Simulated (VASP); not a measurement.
Al2O3:

```xyz
10
Lattice="2.3803 1.3742 4.3319 -2.3803 1.3742 4.3319 0.0000 -2.7485 4.3319" Properties=species:S:1:pos:R:3 pbc="T T T"
Al    0.0000    0.0000   11.0743
Al    0.0000    0.0000    8.4191
Al    0.0000    0.0000    1.9213
Al    0.0000    0.0000    4.5765
O    -1.6503   -0.1099    5.4148
O     0.7300    1.4841    5.4148
O     0.9203   -1.3742    5.4148
O     1.6503    0.1099    7.5808
O    -0.7300   -1.4841    7.5808
O    -0.9203    1.3742    7.5808
```

| Property | Result |
| --- | --- |
| Program | VASP 6.6.1 |
| Task | relaxation of cell and atoms |
| Functional | LDA |
| Potentials or basis | VASP PAW LDA potentials, release 64 (Al, O) |
| Cutoff | 600 eV |
| k mesh | 7 × 7 × 7 |
| Occupations | fermi-dirac, width 0.05 eV |
| Spin | no spin polarisation |

At the start: pressure -4.9 GPa; volume 8.50 Å³/atom.

Task: How do energy, volume and symmetry change on relaxing?

Result: Over 6 steps the energy falls by 2.8 meV/atom and the volume is 8.33 Å³/atom (-2.0 %); space group R-3c (No. 167, to 0.1 Å) before and after.

Step by step:
```tsv
step	energy change (eV)	largest force (eV/Å)	pressure (GPa)	volume (Å³)
1	0.0000	0.1259	-4.93	85.02
2	-0.0035	0.0671	5.04	81.84
3	-0.0274	0.0312	0.05	83.36
4	-0.0274	0.0291	0.16	83.32
5	-0.0276	0.0129	0.07	83.35
6	-0.0276	0.0064	0.09	83.35
```

Final structure:
```
Al O
1.0
     2.36587    1.36594    4.29842
    -2.36587    1.36594    4.29842
     0.00000   -2.73187    4.29842
Al O
4 6
Direct
  0.85196 0.85196 0.85196
  0.64804 0.64804 0.64804
  0.14804 0.14804 0.14804
  0.35196 0.35196 0.35196
  0.05576 0.75000 0.44424
  0.75000 0.44424 0.05576
  0.44424 0.05576 0.75000
  0.94424 0.25000 0.55576
  0.25000 0.55576 0.94424
  0.55576 0.94424 0.25000
```
